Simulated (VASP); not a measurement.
# CoPtO2 (R-3m) in VASP: further runs

Aim: see how the results for CoPtO2 move with the level of theory and the settings. Levels: PBE, LDA. Tasks: single point.

Everything below comes from runs of VASP 6.6.1. Logs are shortened: lines on timing, memory, paths and dates and some standing lists are left out, and cuts for length are marked.

## 1. The cell of the first run

Symmetry: R-3m, No. 166, trigonal system. Conventional cell: a = 2.767 Å, b = 2.767 Å, c = 17.454 Å, α = 90.00°, β = 90.00°, γ = 120.00°. Pt (site symmetry -3m) has 2 O at 1.96 Å within 2.6 Å. Within 2.5 Å of Co (site symmetry -3m) lie 6 O at 1.86 Å. O (site symmetry 3m) has 3 Co at 1.86 Å and 1 Pt at 1.96 Å and 3 O at 2.48 Å within 2.5 Å.

## 2. Single point, PBE, collinear spin, ferromagnetic start (9.64 Å³/atom)

INCAR reads:

```
SYSTEM = CoPtO2
ALGO = Normal
EDIFF = 1E-6
ENCUT = 520
GGA = PE
ISIF = 2
ISMEAR = -1
ISPIN = 2
LASPH = .TRUE.
LCHARG = .TRUE.
LELF = .TRUE.
LMAXMIX = 4
LORBIT = 11
LREAL = .FALSE.
LVHAR = .TRUE.
LWAVE = .FALSE.
MAGMOM = 0 2 0 0
NBANDS = 28
NELM = 150
PREC = Accurate
SIGMA = 0.05
```

KPOINTS reads:

```
k-points
0
G
  11 11 11
  0 0 0
```

POSCAR reads:

```
CoPtO2
1.0
    1.3834399927      0.7987294522      5.8181430658
   -1.3834399927      0.7987294522      5.8181430658
    0.0000000000     -1.5974589044      5.8181430658
Pt Co O
1 1 2
Direct
    0.0000000000      0.0000000000      0.0000000000
    0.5000000000      0.5000000000      0.5000000000
    0.1122440300      0.1122440300      0.1122440300
    0.8877559700      0.8877559700      0.8877559700
```

Potentials or basis: VASP PAW PBE potentials, release 64 (Pt, Co, O).

On the command line:

```
> cat potpaw_PBE.64/Pt/POTCAR potpaw_PBE.64/Co/POTCAR potpaw_PBE.64/O/POTCAR > POTCAR
> mpirun -np 1 vasp_std > vasp.out
```

OUTCAR:

```text
SYSTEM = CoPtO2
   EDIFF = 1E-6
   ENCUT = 520
   GGA = PE
   ISIF = 2
   ISMEAR = -1
   ISPIN = 2
   LASPH = .TRUE.
   LORBIT = 11
   LREAL = .FALSE.
   NELM = 150
   PREC = Accurate

 ion  position               nearest neighbor table
   1  0.000  0.000  0.000-   3 1.96   4 1.96
   2  0.500  0.500  0.500-   3 1.86   3 1.86   4 1.86   4 1.86   3 1.86   4 1.86
   3  0.112  0.112  0.112-   2 1.86   2 1.86   2 1.86   1 1.96
   4  0.888  0.888  0.888-   2 1.86   2 1.86   2 1.86   1 1.96

  LATTYP: Found a trigonal (rhomboedric) cell.
 ALAT       =     6.0334619983
 COS(alpha) =     0.8948480128

  Lattice vectors:

 A1 = (   1.3834399927,   0.7987294522,   5.8181430658)
 A2 = (  -1.3834399927,   0.7987294522,   5.8181430658)
 A3 = (   0.0000000000,  -1.5974589044,   5.8181430658)

Analysis of symmetry for initial positions (statically):
=====================================================================
 Subroutine PRICEL returns:
 Original cell was already a primitive cell.

 Routine SETGRP: Setting up the symmetry group for a
 trigonal (rhombohedral) supercell.

 Subroutine GETGRP returns: Found 12 space group operations
 (whereof 12 operations were pure point group operations)
 out of a pool of 12 trial point group operations.

The static configuration has the point symmetry D_3d.

Analysis of symmetry for dynamics (positions and initial velocities):
=====================================================================
 Subroutine PRICEL returns:
 Original cell was already a primitive cell.

 Routine SETGRP: Setting up the symmetry group for a
 trigonal (rhombohedral) supercell.

 Subroutine GETGRP returns: Found 12 space group operations
 (whereof 12 operations were pure point group operations)
 out of a pool of 12 trial point group operations.

The dynamic configuration has the point symmetry D_3d.

Analysis of structural, dynamic, and magnetic symmetry:
=====================================================================
 Subroutine PRICEL returns:
 Original cell was already a primitive cell.

 Routine SETGRP: Setting up the symmetry group for a
 trigonal (rhombohedral) supercell.

 Subroutine GETGRP returns: Found 12 space group operations
 (whereof 12 operations were pure point group operations)
 out of a pool of 12 trial point group operations.

The overall configuration has the point symmetry D_3d.

 Subroutine INISYM returns: Found 12 space group operations
[... 127 lines left out ...]
   LHFCALC =     F    Hartree Fock is set to
   AEXX    =    0.0000 exact exchange contribution
   IVDW    =     0    specifies the selected vdW correction
   LEPSILON=     F    determine dielectric tensor
   LRPA    =     F    only Hartree local field effects (RPA)
 spin polarized calculation
  energy-cutoff  :      520.00
  volume of cell :       38.57
 maximum number of plane-waves:      1051
 NGX is ok and might be reduce to    48
   NGX = 23   NGY = 23   NGZ = 23

 number of electron      31.0000006 magnetization       0.0017657

 number of electron      31.0000006 magnetization      -0.0001410

 Free energy of the ion-electron system (eV)
  ---------------------------------------------------
  ext. energy  EPLUGINS =         0.00000000
  ---------------------------------------------------
  free energy    TOTEN  =       -26.21800460 eV

  energy without entropy =      -26.21523339  energy(sigma->0) =      -26.21661899

 E-fermi :   9.9183     XC(G=0): -13.0556

 val. band max:        9.8199034670   @ k =  -0.2727  -0.2727   0.1818
 cond. band min:      10.0535991791   @ k =   0.4545   0.4545   0.0000
 fundamental gap:      0.2336957121
 Fermi energy:         9.9182555851

 spin component 1

 k-point     1 :       0.0000    0.0000    0.0000
  band No.  band energies     occupation
      1     -12.5105      1.00000
      2     -10.3751      1.00000
      3      -0.5702      1.00000
      4       2.1920      1.00000
      5       2.7208      1.00000
      6       2.7208      1.00000
[... 709 lines left out ...]
     26      28.1569      0.00000
     27      28.4213      0.00000

 [... further k-points ...]

 spin component 2

 k-point     1 :       0.0000    0.0000    0.0000
  band No.  band energies     occupation
      1     -12.5105      1.00000
      2     -10.3750      1.00000
      3      -0.5702      1.00000
      4       2.1921      1.00000
      5       2.7208      1.00000
      6       2.7208      1.00000
[... 709 lines left out ...]
     26      28.1569      0.00000
     27      28.4213      0.00000

 [... further k-points ...]

 [bands above 27 left out]

------------------------ aborting loop because EDIFF is reached ----------------------------------------

  FORCE on cell =-STRESS in cart. coord.  units (eV):
  Direction    XX          YY          ZZ          XY          YZ          ZX
  --------------------------------------------------------------------------------------
  -------------------------------------------------------------------------------------
  Total        5.7267877      5.7267877      6.9963764      0.0000000      0.0000000      0.0000000
  in kB      237.8625068    237.8625068    290.5949582      0.0000000      0.0000000      0.0000000
  external PRESSURE =     255.4399906 kB  Pullay stress =       0.0000000 kB

 VOLUME and BASIS-vectors are now :
 -----------------------------------------------------------------------------
  energy-cutoff  :      520.00
  volume of cell :       38.57
      direct lattice vectors                 reciprocal lattice vectors
     1.383439993  0.798729452  5.818143066     0.361417917  0.208664731  0.057292048
    -1.383439993  0.798729452  5.818143066    -0.361417917  0.208664731  0.057292048
     0.000000000 -1.597458904  5.818143066     0.000000000 -0.417329463  0.057292048

 POSITION                                       TOTAL-FORCE (eV/Angst)
 -----------------------------------------------------------------------------------
      0.00000      0.00000      0.00000         0.000000      0.000000      0.000000
      0.00000      0.00000      8.72721        -0.000000      0.000000      0.000000
      0.00000      0.00000      1.95916        -0.000000      0.000000     -0.225706
      0.00000      0.00000     15.49527        -0.000000     -0.000000      0.225706
 -----------------------------------------------------------------------------------
    total drift:                               -0.000000      0.000000     -0.000000

  FREE ENERGIE OF THE ION-ELECTRON SYSTEM (eV)
  ---------------------------------------------------
  free  energy   TOTEN  =       -26.2180045994 eV

  energy  without entropy=      -26.2152333870  energy(sigma->0) =      -26.21661899

 total charge

# of ion       s       p       d       tot
------------------------------------------
    1        0.687   0.652   8.067   9.406
    2        0.467   0.755   7.445   8.668
    3        1.558   3.503   0.000   5.061
    4        1.558   3.503   0.000   5.061
--------------------------------------------------
tot          4.270   8.414  15.512  28.195

 magnetization (x)

# of ion       s       p       d       tot
------------------------------------------
    1        0.000   0.000   0.000   0.000
    2       -0.000  -0.000  -0.000  -0.000
    3        0.000   0.000   0.000   0.000
    4        0.000   0.000   0.000   0.000
--------------------------------------------------
tot          0.000   0.000  -0.000  -0.000
```

OSZICAR:

```text
N       E                     dE             d eps       ncg     rms          rms(c)
DAV:   1     0.241734015959E+03    0.24173E+03   -0.14647E+04 16744   0.124E+03
DAV:   2    -0.117813366675E+02   -0.25352E+03   -0.22587E+03 17144   0.316E+02
DAV:   3    -0.302518499450E+02   -0.18471E+02   -0.17636E+02 18616   0.921E+01
DAV:   4    -0.305275748451E+02   -0.27572E+00   -0.27502E+00 18568   0.110E+01
DAV:   5    -0.305330730777E+02   -0.54982E-02   -0.54977E-02 19640   0.161E+00    0.331E+01
DAV:   6    -0.321422738724E+02   -0.16092E+01   -0.32925E+01 19476   0.812E+01    0.367E+01
DAV:   7    -0.274744343889E+02    0.46678E+01   -0.24634E+01 20236   0.112E+02    0.214E+01
DAV:   8    -0.262157704467E+02    0.12587E+01   -0.53960E+00 22400   0.200E+01    0.658E+00
DAV:   9    -0.262171846791E+02   -0.14142E-02   -0.27762E-01 19496   0.550E+00    0.302E+00
DAV:  10    -0.262245776808E+02   -0.73930E-02   -0.23708E-02 22520   0.189E+00    0.164E+00
DAV:  11    -0.262205732118E+02    0.40045E-02   -0.43314E-03 21656   0.744E-01    0.788E-01
DAV:  12    -0.262189882500E+02    0.15850E-02   -0.13705E-03 22564   0.594E-01    0.401E-01
DAV:  13    -0.262182804129E+02    0.70784E-03   -0.56036E-04 24524   0.398E-01    0.218E-01
DAV:  14    -0.262180067544E+02    0.27366E-03   -0.27264E-04 24376   0.309E-01    0.719E-02
DAV:  15    -0.262180075757E+02   -0.82132E-06   -0.98097E-05 24288   0.125E-01    0.375E-02
DAV:  16    -0.262180040137E+02    0.35620E-05   -0.10825E-05 21016   0.372E-02    0.141E-02
DAV:  17    -0.262180045994E+02   -0.58568E-06   -0.13552E-06 15280   0.174E-02
   1 F= -.26218005E+02 E0= -.26216619E+02  d E =-.277121E-02  mag=     0.0000
```

Wall time 11 min (1 thread of Intel Xeon 6975P-C (Granite Rapids), shared host); peak memory 0.59 GiB.

What came out:

| Property | Result |
| --- | --- |
| Free energy | -26.2180 eV |
| Pressure | 25.5 GPa |
| Largest force | 0.226 eV/Å |
| Net moment | 0.00 μB per cell |
| Valence electrons inside the program's atomic spheres | Pt 9.41; Co 8.67; O 5.06 |

Forces on the atoms (eV/Å):
```
Pt   0.000  0.000  0.000
Co   0.000  0.000  0.000
O    0.000  0.000 -0.226
O    0.000  0.000  0.226
```

Caveat: the cell stands under pressure; spin-orbit coupling is left out, which moves the levels of the heavy elements; semilocal functionals often make such compounds metallic where correlation or magnetic order opens a gap, which also shifts bond lengths. With open d or f shells a metallic result of PBE can be an artefact of self-interaction; +U or a hybrid may open a gap.

## 3. Single point, PBE, collinear spin, ferromagnetic start (9.85 Å³/atom)

This run uses another cell than the first one, of 9.85 Å³/atom.

INCAR reads:

```
SYSTEM = CoPtO2
PREC = Accurate
ENCUT = 520
EDIFF = 1E-7
ISMEAR = -1
SIGMA = 0.05
LREAL = .False.
LASPH = .True.
NELM = 150
ALGO = Normal
ISIF = 2
LWAVE = .False.
LCHARG = .False.
ISPIN = 2
MAGMOM = 0 2 0 0
LORBIT = 11
LMAXMIX = 4
GGA = PE
NBANDS = 28
```

KPOINTS reads:

```
Automatic mesh
0
Gamma
  11 11 11
  0 0 0
```

POSCAR reads:

```
CoPtO2
1.0
    1.3931828489      0.8043544928      5.8591172543
   -1.3931828489      0.8043544928      5.8591172543
    0.0000000000     -1.6087089856      5.8591172543
Pt Co O
1 1 2
Direct
    0.0000000000      0.0000000000      0.0000000000
    0.5000000000      0.5000000000      0.5000000000
    0.1122440300      0.1122440300      0.1122440300
    0.8877559700      0.8877559700      0.8877559700
```

Potentials or basis: VASP PAW PBE potentials, release 64 (Pt, Co, O).

On the command line:

```
> cat potpaw_PBE.64/Pt/POTCAR potpaw_PBE.64/Co/POTCAR potpaw_PBE.64/O/POTCAR > POTCAR
> mpirun -np 1 vasp_std > vasp.out
```

Wall time 13 min (1 thread of Intel Xeon 6975P-C (Granite Rapids), shared host); peak memory 0.59 GiB.

The run converged. Its results:

```
Free energy                                           : -26.3313 eV
Pressure                                              : 18.3 GPa
Largest force                                         : 0.187 eV/Å
Net moment                                            : 0.00 μB per cell
Valence electrons inside the program's atomic spheres : Pt 9.35; Co 8.60; O 5.04
```

Forces in eV/Å, atoms in the order of the input:
```
Pt   0.000  0.000  0.000
Co   0.000  0.000  0.000
O    0.000  0.000 -0.187
O    0.000  0.000  0.187
```

Stress tensor (GPa, compression positive):
```
17.27  0.00  0.00
 0.00 17.27  0.00
 0.00  0.00 20.35
```

Levels at points of the mesh, in eV from the Fermi level:
Spin up:
```csv
k point,band 13,band 14,band 15,band 16,band 17,band 18,band 19,band 20
"(0.00, 0.00, 0.00)",-2.18,-1.80,-1.80,-1.74,1.85,1.85,2.92,5.43
```
Spin down:
```
           k point  band 12  band 13  band 14  band 15  band 16  band 17  band 18  band 19  band 20  band 21
(0.00, 0.00, 0.00)    -2.18    -2.18    -1.80    -1.80    -1.74     1.85     1.85     2.92     5.43     9.27
```

Caveat: the cell stands under pressure; spin-orbit coupling is left out, which moves the levels of the heavy elements; semilocal functionals often make such compounds metallic where correlation or magnetic order opens a gap, which also shifts bond lengths. With open d or f shells a metallic result of PBE can be an artefact of self-interaction; +U or a hybrid may open a gap.

(Continued in part 2 of 2.)
